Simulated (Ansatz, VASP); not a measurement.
# AgRh in VASP and in Ansatz

File INCAR:

```
PREC = Accurate ; ENCUT = 520
EDIFF = 1E-6 ; ISMEAR = -1
SIGMA = 0.05 ; LREAL = F
LASPH = T ; NELM = 60
ALGO = Normal ; ISIF = 2
LWAVE = F ; LCHARG = F
GGA = PE ; NBANDS = 20
```

The input KPOINTS:

```
Automatic mesh
0
Gamma
  14 14 7
```

File POSCAR:

```
AgRh
1.0
    2.5784844745      0.0000000000      0.0000000000
   -1.2892422373      2.2330330582      0.0000000000
    0.0000000000      0.0000000000      4.4639106697
Ag Rh
1 1
Direct
    0.0000000000      0.0000000000      0.5000000000
    0.6666666667      0.3333333333      0.0000000000
```

Input for Ansatz:

```yaml
crystal:
  lattice:
    - [2.5784844745, 0.0, 0.0]
    - [-1.2892422373, 2.2330330582, 0.0]
    - [0.0, 0.0, 4.4639106697]
  atoms:
    - { symbol: Ag, position: [0.0, 0.0, 0.5] }
    - { symbol: Rh, position: [0.6666666667, 0.3333333333, 0.0] }
kpoints:
  mp_grid: { grid: [14, 14, 7] }
scf:
  occupations: { method: fermi_dirac, width: 0.05 }
hamiltonian:
  xc: pbe
  pseudopotentials: { kind: paw }
output:
  forces: true
  stress: true
  eigenvalues: true
```

Change from the starting cell: volume scaled by 0.8, no spin polarisation, PAW files.

Alike in both runs: task single point; functional PBE; k mesh 14 × 14 × 7; occupations fermi-dirac, width 0.05 eV; no spin polarisation.

|  | VASP | Ansatz |
| --- | --- | --- |
| version | VASP 6.6.1 | Ansatz 0.2.0 |
| potentials or method | VASP PAW PBE potentials, release 64 (Ag, Rh_pv) | PAW with Ansatz's default frozen-core files, scalar-relativistic |
| plane-wave cutoff (eV) | 520 | 420 |
| valence electrons in the cell | 26 | 36 |

```csv
,VASP,Ansatz,Ansatz less VASP
pressure (GPa),57.1,57.5,+0.41
"traceless stress, the component that is largest in VASP (GPa)",-7.11,-7.18,-0.077
```

Both programs put the cell under a high pressure, so it lies far from rest at this level. With one functional, cell and mesh, what is left measures potentials, basis and numerics. VASP's potentials hold 26 valence electrons a cell and Ansatz's 36, so a difference there can come from the potentials and not from the codes.
